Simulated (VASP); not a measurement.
Si3O2:

```
Si O
1.0
     3.47795    0.00000    0.00000
    -1.73897    3.01199    0.00000
     0.00000    0.00000    5.43205
Si O
3 2
Direct
  0.25000 0.25000 0.00000
  0.75000 0.00000 0.00000
  0.00000 0.75000 0.00000
  0.33333 0.66667 0.25000
  0.66667 0.33333 0.75000
```

```yaml
Program: VASP 6.6.1
Task: relaxation of cell and atoms
Functional: PBE
Potentials_or_basis: VASP PAW PBE potentials, release 64 (Si, O)
Cutoff: 600 eV
k_mesh: 6 × 6 × 4
Occupations: gaussian, width 0.1 eV
Spin: no spin polarisation
```

At the start: pressure 194.2 GPa; volume 11.38 Å³/atom.

**Question.** Where does the relaxation end?

**Answer.** Over 37 steps the energy falls by 6390.0 meV/atom and the volume is 15.84 Å³/atom (+39.2 %); space group P321 (No. 150, to 0.05 Å).

Step by step:
```
step  energy change (eV)  largest force (eV/Å)  pressure (GPa)  volume (Å³)
   1              0.0000               64.7471          194.17        56.90
   2              6.0702               24.5825          -10.95       230.43
   3             19.9558                1.8344          -33.10       311.23
   4              9.0416                1.4357          -32.52       272.10
   5              2.7104                1.3207          -30.54       250.81
   6              0.4935                2.6165          -27.15       240.50
   7              0.2752                6.3144          -23.92       235.44
   8            -28.4010                7.0133            2.99        87.79
   9            -27.9068                8.8295           42.61        65.36
  10            -21.4657               11.2558          126.20        58.21
  11            -25.6238                9.5280           96.97        55.91
  12             14.2552              100.0779          284.57        51.51
  13            -25.7510                9.4656           96.27        55.72
  14            -25.0109                8.9883           92.48        53.59
  15            -26.7319                8.3802           88.07        55.04
  16             -2.0037               54.6222           52.78       108.24
  17            -27.6750               11.1865           24.33        67.25
  18            -28.4669                9.2691           30.36        63.88
  19            -28.7654                7.0014           41.28        60.45
  20            -31.0314                1.7921          -14.74        88.16
  21            -31.7445                1.1398           -3.71        75.59
  22            -31.7445                1.1644           -3.26        75.27
  23            -31.8705                0.5427            2.23        72.77
  24            -31.8717                0.4695            2.90        72.51
  25            -31.9185                0.2484            1.43        73.88
  26            -31.9396                0.0451           -0.27        75.76
  27            -31.9396                0.0409           -0.33        75.82
  28            -31.9417                0.0235            0.30        75.68
  29            -31.9417                0.0330            0.40        75.66
  30            -31.9427                0.0833            0.13        76.00
  31            -31.9430                0.1385           -0.09        76.29
  32            -31.9439                0.1262           -0.06        76.45
  33            -31.9460                0.0880            0.03        76.92
  34            -31.9486                0.0424            0.23        77.87
  35            -31.9476                0.1746            0.73        79.76
  36            -31.9491                0.0758            0.46        78.67
  37            -31.9498                0.0351            0.11        79.20
```

Final structure:
```
Si O
1.0
     4.30752    0.00000    0.00000
    -2.15376    3.73043    0.00000
     0.00000    0.00000    4.92876
Si O
3 2
Direct
  0.63448 0.63448 0.00000
  0.36552 0.00000 0.00000
  0.00000 0.36552 0.00000
  0.33333 0.66667 0.27055
  0.66667 0.33333 0.72945
```

Caveat: the volume moved by over 15 % at a fixed basis, so the end points are rough.
